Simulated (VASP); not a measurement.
Wanted: the native input for a VASP 6.6.1 run.

```
Task                   : single point
Functional             : PBE
Potentials or basis    : VASP PAW PBE potentials, release 64 (K_sv, Br)
Cutoff                 : 520 eV
k mesh                 : 6 × 6 × 6
Occupations            : gaussian, width 0.05 eV
Spin                   : no spin polarisation
Dipole correction      : no
Further INCAR settings : ALGO = Normal; EDIFF = 1e-06; NBANDS = 15
```

The structure of KBr lies in POSCAR:

```
KBr
1.0
    0.0000000000      3.2101875000      3.2101875000
    3.2925000000     -0.0823125000      3.2925000000
    3.2925000000      3.2925000000     -0.0823125000
K Br
1 1
Direct
    0.0000000000      0.0000000000      0.0000000000
    0.5000000000      0.5000000000      0.5000000000
```

This cell differs from its parent crystal: strain -0.0500 x Voigt [0, 0, 0, 1, 0, 0].

These files were run (other wordings do the same):

INCAR

```
ALGO     = Normal         # electronic algorithm
EDIFF    = 1E-6           # SCF threshold, eV
ENCUT    = 520            # plane-wave cutoff, eV
GGA      = PE             # functional
ISIF     = 2              # what is computed and relaxed
ISMEAR   = 0              # smearing method
LASPH    = True           # aspherical terms in the spheres
LCHARG   = False          # write CHGCAR
LREAL    = False          # projectors in reciprocal space
LWAVE    = False          # write WAVECAR
NBANDS   = 15             # bands
NELM     = 100            # most SCF steps
PREC     = Accurate       # precision mode
SIGMA    = 0.05           # smearing width, eV
```

KPOINTS

```
k-points
0
Gamma
  6 6 6
```

Potentials or basis: VASP PAW PBE potentials, release 64 (K_sv, Br).

The run is started by

```bash
$ cat potpaw_PBE.64/K_sv/POTCAR potpaw_PBE.64/Br/POTCAR > POTCAR
$ mpirun -np 1 vasp_std > vasp.out
```

Results of the run:

```
Pressure               : 0.9 GPa
Band gap on the k mesh : 4.39 eV, direct
```

Caveat: the cell differs from its parent crystal (strain -0.0500 x Voigt [0, 0, 0, 1, 0, 0]).

It took 32 s on 1 thread of AMD EPYC 9R45 96-Core Processor (Zen 5), on a shared host, peak memory 0.2 GiB.
